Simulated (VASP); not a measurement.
# Au (P-1) in VASP: relaxation of cell and atoms with PBE

Aim: the relaxation of cell and atoms of Au with PBE.

Program: VASP 6.6.1. These are calculated values, not measurements. Logs are shortened: lines on timing, memory, paths and dates and some standing lists are left out, and cuts for length are marked.

## 1. The cell of the first run

The typed cell holds 2 atoms: a = 2.917 Å, b = 2.917 Å, c = 4.890 Å, α = 90.00°, β = 90.00°, γ = 120.00°.

## 2. Relaxation of cell and atoms, PBE (all atoms moved at random, sigma 0.1 Å a component)

Contents of INCAR:

```
SYSTEM = Au
  PREC = Accurate
  ENCUT = 600
  EDIFF = 1E-6
  ISMEAR = 0
  SIGMA = 0.15
  LREAL = .False.
  LASPH = .True.
  NELM = 100
  ALGO = Normal
  ISIF = 3
  LWAVE = .False.
  LCHARG = .False.
  GGA = PE
  IBRION = 2
  NSW = 100
  EDIFFG = -0.01
```

Contents of KPOINTS:

```
Automatic mesh
0
Gamma
  12 12 8
  0 0 0
```

Contents of POSCAR:

```
Au
1.0
    2.9169619270      0.0000000000      0.0000000000
   -1.4584809635      2.5261631306      0.0000000000
    0.0000000000      0.0000000000      4.8900308735
Au
2
Direct
    0.3724136806      0.7052003255      0.7625761657
    0.6275863194      0.2947996745      0.2374238343
```

Potentials or basis: VASP PAW PBE potentials, release 64 (Au).

Run with:

```
cat potpaw_PBE.64/Au/POTCAR > POTCAR
mpirun -np 1 vasp_std > vasp.out
```

OUTCAR:

```text
SYSTEM = Au
   PREC = Accurate
   ENCUT = 600
   EDIFF = 1E-6
   ISMEAR = 0
   LREAL = .False.
   LASPH = .True.
   NELM = 100
   ISIF = 3
   GGA = PE
   IBRION = 2
   NSW = 100
   EDIFFG = -0.01

 ion  position               nearest neighbor table
   1  0.372  0.705  0.763-   2 2.76   2 2.88   2 2.97   2 2.99   2 3.08   2 3.19
   2  0.628  0.295  0.237-   1 2.76   1 2.88   1 2.97   1 2.99   1 3.08   1 3.19

  LATTYP: Found a hexagonal cell.
 ALAT       =     2.9169619270
 C/A-ratio  =     1.6764123070

  Lattice vectors:

 A1 = (   2.9169619270,   0.0000000000,   0.0000000000)
 A2 = (  -1.4584809635,   2.5261631306,   0.0000000000)
 A3 = (   0.0000000000,   0.0000000000,   4.8900308735)

Analysis of symmetry for initial positions (statically):
=====================================================================
 Subroutine PRICEL returns:
 Original cell was already a primitive cell.

 Routine SETGRP: Setting up the symmetry group for a
 hexagonal supercell.

 Subroutine GETGRP returns: Found  2 space group operations
 (whereof  2 operations were pure point group operations)
 out of a pool of 24 trial point group operations.

The static configuration has the point symmetry S_2 .

Analysis of symmetry for dynamics (positions and initial velocities):
=====================================================================
 Subroutine PRICEL returns:
 Original cell was already a primitive cell.

 Routine SETGRP: Setting up the symmetry group for a
 hexagonal supercell.

 Subroutine GETGRP returns: Found  2 space group operations
 (whereof  2 operations were pure point group operations)
 out of a pool of 24 trial point group operations.

The dynamic configuration has the point symmetry S_2 .

 Subroutine INISYM returns: Found  2 space group operations
 (whereof  2 operations are pure point group operations),
 and found     1 'primitive' translations

----------------------------------------------------------------------------------------

                                     Primitive cell

  volume of cell :      36.0333

[... 111 lines left out ...]
  Thomas-Fermi vector in A             =   2.512915
   LORBIT       =      0    0 simple, 1 ext, 2 COOP (PROOUT), +10 PAW based schemes
   GGA     = PE    functional components
   LHFCALC =     F    Hartree Fock is set to
   AEXX    =    0.0000 exact exchange contribution
   IVDW    =     0    specifies the selected vdW correction
   LEPSILON=     F    determine dielectric tensor
   LRPA    =     F    only Hartree local field effects (RPA)
 conjugate gradient relaxation of ions
 non-spin polarized calculation
 Gauss-broadening in eV      SIGMA  =   0.15
  energy-cutoff  :      600.00
  volume of cell :       36.03
 maximum number of plane-waves:      1224
   NGX = 11   NGY = 11   NGZ = 19

--------------------------------------- Ionic step        1  -------------------------------------------

 number of electron      21.9999999 magnetization

 Free energy of the ion-electron system (eV)
  ---------------------------------------------------
  ext. energy  EPLUGINS =         0.00000000
  ---------------------------------------------------
  free energy    TOTEN  =        -6.35490404 eV

  energy without entropy =       -6.34419952  energy(sigma->0) =       -6.34955178

------------------------ aborting loop because EDIFF is reached ----------------------------------------

  FORCE on cell =-STRESS in cart. coord.  units (eV):
  Direction    XX          YY          ZZ          XY          YZ          ZX
  --------------------------------------------------------------------------------------
  -------------------------------------------------------------------------------------
  Total        0.1447420      0.4138004      0.4772740     -0.0891672      0.2630968      0.0601593
  in kB        6.4357852     18.3991482     21.2214291     -3.9647127     11.6982883      2.6749124
  external PRESSURE =      15.3521208 kB  Pullay stress =       0.0000000 kB
[... 89 lines left out ...]
  FREE ENERGIE OF THE ION-ELECTRON SYSTEM (eV)
  ---------------------------------------------------
  free  energy   TOTEN  =        -6.3963943293 eV

  energy  without entropy=       -6.3856714888  energy(sigma->0) =       -6.39103291

[... ionic steps 4 to 33 ...]

--------------------------------------- Ionic step       34  -------------------------------------------

 number of electron      21.9999999 magnetization

------------------------ aborting loop because EDIFF is reached ----------------------------------------
[... 67 lines left out ...]
--------------------------------------- Ionic step       36  -------------------------------------------

 number of electron      21.9999999 magnetization

 Free energy of the ion-electron system (eV)
  ---------------------------------------------------
  ext. energy  EPLUGINS =         0.00000000
  ---------------------------------------------------
  free energy    TOTEN  =        -6.42152640 eV

  energy without entropy =       -6.41516429  energy(sigma->0) =       -6.41834534

 E-fermi :   8.5994     XC(G=0): -12.3857

 val. band max:        8.5961390110   @ k =   0.2500  -0.2500   0.2500
 cond. band min:       8.6220915292   @ k =   0.1667   0.5000   0.3750
 fundamental gap:      0.0259525183
 Fermi energy:         8.5993945984

 k-point     1 :       0.0000    0.0000    0.0000
  band No.  band energies     occupation
      1      -0.7071      2.00000
      2       1.7057      2.00000
      3       3.9498      2.00000
      4       4.0117      2.00000
      5       4.3783      2.00000
      6       4.6023      2.00000
      7       4.8421      2.00000
      8       4.9847      2.00000
      9       5.2578      2.00000
     10       6.4184      2.00000
     11       6.4501      2.00000
     12       7.7850      2.00000
     13      11.1560      0.00000
     14      22.8679      0.00000
[... 401 lines left out ...]
      2       2.5065      2.00000
      3       3.5415      2.00000
      4       4.0342      2.00000
      5       4.0521      2.00000
      6       4.5921      2.00000
      7       4.8527      2.00000
      8       5.1585      2.00000
      9       5.3514      2.00000
     10       5.5962      2.00000
     11       6.5363      2.00000
     12      11.1435      0.00000
     13      11.2439      0.00000
     14      18.6557      0.00000
     15      21.6564      0.00000

 [... further k-points ...]
[... 5 lines left out ...]
  --------------------------------------------------------------------------------------
  -------------------------------------------------------------------------------------
  Total        0.0009199     -0.0056352      0.0009572     -0.0015962      0.0045556      0.0017683
  in kB        0.0409174     -0.2506436      0.0425745     -0.0709938      0.2026232      0.0786501
  external PRESSURE =      -0.0557172 kB  Pullay stress =       0.0000000 kB
[... 17 lines left out ...]
  FREE ENERGIE OF THE ION-ELECTRON SYSTEM (eV)
  ---------------------------------------------------
  free  energy   TOTEN  =        -6.4215264006 eV

  energy  without entropy=       -6.4151642880  energy(sigma->0) =       -6.41834534

 reached required accuracy - stopping structural energy minimisation
```

OSZICAR:

```text
N       E                     dE             d eps       ncg     rms          rms(c)
DAV:   1     0.132582995859E+03    0.13258E+03   -0.12930E+04 17416   0.159E+03
DAV:   2    -0.504016714273E+01   -0.13762E+03   -0.13241E+03 18828   0.303E+02
DAV:   3    -0.687336825203E+01   -0.18332E+01   -0.18242E+01 21292   0.368E+01
[... 257 lines left out ...]
       N       E                     dE             d eps       ncg     rms          rms(c)
DAV:   1    -0.642154365758E+01   -0.32949E-04   -0.68691E-03 17603   0.569E-01    0.259E-02
DAV:   2    -0.642153161576E+01    0.12042E-04   -0.75694E-05 21719   0.849E-02    0.122E-02
DAV:   3    -0.642152678156E+01    0.48342E-05   -0.56538E-06 20767   0.216E-02    0.517E-03
DAV:   4    -0.642152640061E+01    0.38095E-06   -0.85971E-07 11038   0.835E-03
  36 F= -.64215264E+01 E0= -.64183453E+01  d E =-.160988E-04
```

CONTCAR:

```text
Au
   1.00000000000000
     2.8535489950122854   -0.0031480548679301   -0.0004661567905196
    -1.4274311297557953    2.6047332101298890   -0.0005526774911358
    -0.0010068835457031   -0.0013332973413437    4.8493097249303778
  Au
     2
Direct
     0.3391771040410633    0.6755707640834174    0.7499893092378473
     0.6608228959589366    0.3244292359165825    0.2500106907621527

  0.00000000E+00  0.00000000E+00  0.00000000E+00
  0.00000000E+00  0.00000000E+00  0.00000000E+00
```

Wall time 58 min (1 thread of Intel Xeon Platinum 8375C at 2.90GHz (Ice Lake), shared host); peak memory 0.5 GiB.

Results:

- Free energy: -6.4215 eV
- Relaxed volume: 18.01 Å³/atom
- Relaxed cell: a = 2.854 Å, b = 2.970 Å, c = 4.849 Å, α = 90.02°, β = 90.02°, γ = 118.79°
- Space group after relaxing (to 0.05 Å): Cmcm (No. 63)
- Energy gained by relaxing: 33.3 meV/atom
- Ionic steps: 36
- Pressure after relaxing: 0.0 GPa
- Largest force after relaxing: 0.010 eV/Å
- Band gap on the k mesh: zero (band 11 reaches 12.43 eV, above the bottom of band 12 at 6.09 eV)

Forces on the atoms (eV/Å):
```
Au  -0.003  0.009  0.001
Au   0.003 -0.009 -0.001
```

Step by step:
```
step  energy change (eV)  largest force (eV/Å)  pressure (GPa)  volume (Å³)
   1              0.0000                0.8631            1.54        36.03
   2             -0.0414                0.2247           -2.80        36.94
   3             -0.0415                0.2073           -2.92        36.97
   4             -0.0507                0.1710            1.98        35.58
   5             -0.0545                0.0925            0.17        36.05
   6             -0.0566                0.0877            0.10        36.04
   7             -0.0614                0.0891            0.08        36.01
   8             -0.0566                0.2086            0.57        35.92
   9             -0.0624                0.0999            0.12        35.99
  10             -0.0644                0.0317           -0.32        36.11
  11             -0.0646                0.0349           -0.49        36.15
  12             -0.0632                0.0653            1.33        35.70
  13             -0.0649                0.0415            0.03        36.01
  14             -0.0653                0.0219            0.05        36.01
  15             -0.0653                0.0399            0.05        36.01
  16             -0.0653                0.0318            0.05        36.01
  17             -0.0655                0.0268           -0.16        36.06
  18             -0.0656                0.0228           -0.36        36.12
  19             -0.0656                0.0221           -0.32        36.11
  20             -0.0658                0.0209           -0.20        36.07
  21             -0.0659                0.0257            0.04        36.01
  22             -0.0659                0.0275            0.08        36.00
  23             -0.0660                0.0266            0.07        36.00
  24             -0.0661                0.0232            0.04        36.01
  25             -0.0663                0.0173           -0.02        36.03
  26             -0.0664                0.0140           -0.14        36.06
  27             -0.0664                0.0138           -0.11        36.04
  28             -0.0665                0.0127            0.22        35.96
  29             -0.0665                0.0125            0.14        35.98
  30             -0.0666                0.0114            0.06        36.01
  31             -0.0666                0.0113           -0.03        36.03
  32             -0.0666                0.0112           -0.03        36.03
  33             -0.0666                0.0110            0.01        36.02
  34             -0.0666                0.0112           -0.02        36.03
  35             -0.0666                0.0112           -0.01        36.03
  36             -0.0666                0.0098           -0.01        36.02
```

Final structure:
```cif
data_structure
_symmetry_space_group_name_H-M 'P 1'
_symmetry_Int_Tables_number 1
_cell_length_a 2.8536
_cell_length_b 2.9702
_cell_length_c 4.8493
_cell_angle_alpha 90.019
_cell_angle_beta 90.021
_cell_angle_gamma 118.787
_cell_volume 36.02
loop_
_atom_site_label
_atom_site_type_symbol
_atom_site_fract_x
_atom_site_fract_y
_atom_site_fract_z
_atom_site_occupancy
Au1 Au 0.33918 0.67557 0.74999 1
Au2 Au 0.66082 0.32443 0.25001 1
```

Caveat: the cell differs from its parent crystal (all atoms moved at random, sigma 0.1 Å a component); spin-orbit coupling is left out, which moves the levels of the heavy elements.
